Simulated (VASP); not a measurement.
# Al (P6_3/mmc) in VASP: notebook, part 2 of 2

VASP 6.6.1. The steps go on from the part before.

### 5 Single point, PBE (volume scaled by 0.75)

File INCAR:

```
SYSTEM = Al
PREC = Accurate
ENCUT = 520
EDIFF = 1E-6
ISMEAR = -1
SIGMA = 0.05
LREAL = .FALSE.
LASPH = .TRUE.
NELM = 60
ALGO = Normal
ISIF = 2
LWAVE = .FALSE.
LCHARG = .FALSE.
GGA = PE
NBANDS = 14
```

File KPOINTS:

```
Automatic mesh
0
G
  10 10 7
  0 0 0
```

File POSCAR:

```
Al
1.0
    3.7757770418      0.0000000000      0.0000000000
   -1.8878885209      3.2699188373      0.0000000000
    0.0000000000      0.0000000000      4.8760206718
Al
4
Direct
    0.0000000000      0.0000000000      0.0000000000
    0.0000000000      0.0000000000      0.5000000000
    0.3333333333      0.6666666667      0.2500000000
    0.6666666667      0.3333333333      0.7500000000
```

Potentials or basis: VASP PAW PBE potentials, release 64 (Al).

The run is started by

```sh
cat potpaw_PBE.64/Al/POTCAR > POTCAR
mpirun -np 1 vasp_std > vasp.out
```

OUTCAR:

```text
SYSTEM = Al
   PREC = Accurate
   ENCUT = 520
   EDIFF = 1E-6
   ISMEAR = -1
   LREAL = .FALSE.
   LASPH = .TRUE.
   NELM = 60
   ISIF = 2
   GGA = PE

 ion  position               nearest neighbor table
   1  0.000  0.000  0.000-   2 2.44   2 2.44   4 2.50   3 2.50   4 2.50   3 2.50   4 2.50   3 2.50

   2  0.000  0.000  0.500-   1 2.44   1 2.44   4 2.50   3 2.50   4 2.50   3 2.50   4 2.50   3 2.50

   3  0.333  0.667  0.250-   1 2.50   2 2.50   1 2.50   2 2.50   1 2.50   2 2.50   4 3.27   4 3.27
                             4 3.27   4 3.27   4 3.27   4 3.27
   4  0.667  0.333  0.750-   1 2.50   2 2.50   1 2.50   2 2.50   1 2.50   2 2.50   3 3.27   3 3.27
[... 614 lines left out ...]
  -------------------------------------------------------------------------------------
  Total       11.9999820     11.9999820     11.9900020      0.0000000      0.0000000      0.0000000
  in kB      319.3613282    319.3613282    319.0957238      0.0000000      0.0000000      0.0000000
  external PRESSURE =     319.2727934 kB  Pullay stress =       0.0000000 kB

 VOLUME and BASIS-vectors are now :
 -----------------------------------------------------------------------------
  energy-cutoff  :      520.00
  volume of cell :       60.20
      direct lattice vectors                 reciprocal lattice vectors
     3.775777042  0.000000000  0.000000000     0.264846147  0.152908994  0.000000000
    -1.887888521  3.269918837  0.000000000     0.000000000  0.305817988  0.000000000
     0.000000000  0.000000000  4.876020672     0.000000000  0.000000000  0.205085267

 POSITION                                       TOTAL-FORCE (eV/Angst)
 -----------------------------------------------------------------------------------
      0.00000      0.00000      0.00000         0.000000      0.000000      0.000000
      0.00000      0.00000      2.43801         0.000000      0.000000      0.000000
     -0.00000      2.17995      1.21901         0.000000      0.000000     -0.000000
      1.88789      1.08997      3.65702        -0.000000     -0.000000     -0.000000
 -----------------------------------------------------------------------------------
    total drift:                               -0.000000      0.000000     -0.000000

  FREE ENERGIE OF THE ION-ELECTRON SYSTEM (eV)
  ---------------------------------------------------
  free  energy   TOTEN  =       -12.5329313002 eV

  energy  without entropy=      -12.5200762426  energy(sigma->0) =      -12.52650377
```

OSZICAR:

```text
N       E                     dE             d eps       ncg     rms          rms(c)
DAV:   1     0.108852292488E+02    0.10885E+02   -0.42191E+03  1576   0.660E+02
DAV:   2    -0.119516309628E+02   -0.22837E+02   -0.21655E+02  2016   0.980E+01
DAV:   3    -0.126964903746E+02   -0.74486E+00   -0.73918E+00  2094   0.143E+01
DAV:   4    -0.127034012922E+02   -0.69109E-02   -0.69099E-02  1790   0.171E+00
DAV:   5    -0.127035116773E+02   -0.11039E-03   -0.11038E-03  2124   0.219E-01    0.363E+00
DAV:   6    -0.125766995229E+02    0.12681E+00   -0.96447E-02  1880   0.136E+00    0.216E+00
DAV:   7    -0.125339156699E+02    0.42784E-01   -0.98980E-02  1934   0.143E+00    0.331E-01
DAV:   8    -0.125329107531E+02    0.10049E-02   -0.94367E-03  1892   0.508E-01    0.242E-01
DAV:   9    -0.125330555958E+02   -0.14484E-03   -0.48421E-04  1958   0.115E-01    0.712E-02
DAV:  10    -0.125329294793E+02    0.12612E-03   -0.36167E-04  1850   0.848E-02    0.584E-02
DAV:  11    -0.125329312779E+02   -0.17987E-05   -0.14218E-05  2054   0.214E-02    0.363E-02
DAV:  12    -0.125329313002E+02   -0.22268E-07   -0.17433E-07  1060   0.285E-03
   1 F= -.12532931E+02 E0= -.12526504E+02  d E =-.128551E-01
```

stdout:

```text
POSCAR found type information on POSCAR Al
 POSCAR found :  1 types and       4 ions
 scaLAPACK will be used
 LDA part: xc-table for (Slater+PW92), standard interpolation
 POSCAR, INCAR and KPOINTS ok, starting setup
 FFT: planning ... GRIDC
 FFT: planning ... GRID_SOFT
 FFT: planning ... GRID
 WAVECAR not read
 entering main loop
```

It took 24 s on 1 thread of Intel Xeon Platinum 8488C (Sapphire Rapids), shared host; peak memory 0.18 GiB.

What came out:

```
Free energy            : -12.5329 eV
Pressure               : 31.9 GPa
Band gap on the k mesh : zero (band 6 reaches 10.15 eV, above the bottom of band 7 at 6.71 eV)
```

Levels at points of the mesh, in eV from the Fermi level:
| k point | band 2 | band 3 | band 4 | band 5 | band 6 | band 7 | band 8 | band 9 | band 10 | band 11 |
| --- | --- | --- | --- | --- | --- | --- | --- | --- | --- | --- |
| (0.00, 0.00, 0.00) | -5.95 | -5.48 | -0.12 | -0.12 | 1.20 | 1.20 | 2.61 | 4.88 | 5.36 | 5.36 |
| (0.50, 0.00, 0.00) | -7.83 | -3.76 | -2.49 | -2.36 | -2.09 | -2.00 | 0.03 | 2.74 | 3.17 | 5.16 |

Caveat: the cell differs from its parent crystal (volume scaled by 0.75).

### 6 Single point, PBE

This run uses another cell than the first one, of 20.07 Å³/atom, 1.538 times its volume.

File INCAR:

```
SYSTEM = Al
ALGO = Normal
EDIFF = 1E-7
ENCUT = 520
GGA = PE
ISIF = 2
ISMEAR = -1
LASPH = .TRUE.
LCHARG = .TRUE.
LELF = .TRUE.
LREAL = .FALSE.
LVHAR = .TRUE.
LWAVE = .FALSE.
NBANDS = 14
NELM = 80
PREC = Accurate
SIGMA = 0.05
```

File KPOINTS:

```
k-points
0
G
  10 10 7
  0 0 0
```

File POSCAR:

```
Al
1.0
    4.1929766563      0.0000000000      0.0000000000
   -2.0964883281      3.6312243018      0.0000000000
    0.0000000000      0.0000000000      5.2719595400
Al
4
Direct
    0.0000000000      0.0000000000      0.0000000000
    0.0000000000      0.0000000000      0.5000000000
    0.3333333333      0.6666666667      0.2500000000
    0.6666666667      0.3333333333      0.7500000000
```

Potentials or basis: VASP PAW PBE potentials, release 64 (Al).

The run is started by

```sh
cat potpaw_PBE.64/Al/POTCAR > POTCAR
mpirun -np 1 vasp_std > vasp.out
```

Run time: 42 s. Hardware: 1 thread of Intel Xeon Platinum 8488C (Sapphire Rapids), shared host; peak memory 0.2 GiB.

It converged, with:

```yaml
Free_energy: -14.1050 eV
Pressure: 0.0 GPa
Band_gap_on_the_k_mesh: zero (band 6 reaches 7.01 eV, above the bottom of band 7 at 4.22 eV)
```

Levels at points of the mesh, in eV from the Fermi level:
```
           k point  band 4  band 5  band 6  band 7  band 8  band 9
(0.00, 0.00, 0.00)   -0.18   -0.18    1.14    1.14    1.50    3.32
(0.50, 0.00, 0.00)   -2.23   -2.02   -1.86   -1.54    0.79    2.55
```

### 7 Overview

```csv
cell,gap on the mesh (eV),pressure (GPa)
"a = 3.585, b = 3.585, c = 4.688 Å, angles 90.0, 90.0, 120.0°, 4 atoms",none,63.0
"a = 3.776, b = 3.776, c = 4.876 Å, angles 90.0, 90.0, 120.0°, 4 atoms",none,31.9
"a = 4.193, b = 4.193, c = 5.272 Å, angles 90.0, 90.0, 120.0°, 4 atoms",none,0.0
```

Alike in all rows: task single point; level PBE; potentials or basis VASP PAW PBE potentials, release 64 (Al); no spin polarisation; k mesh 10 × 10 × 7; cutoff (eV) 520; smearing fermi-dirac 0.05 eV.

Absolute energies hang on the potentials; compare differences alone.
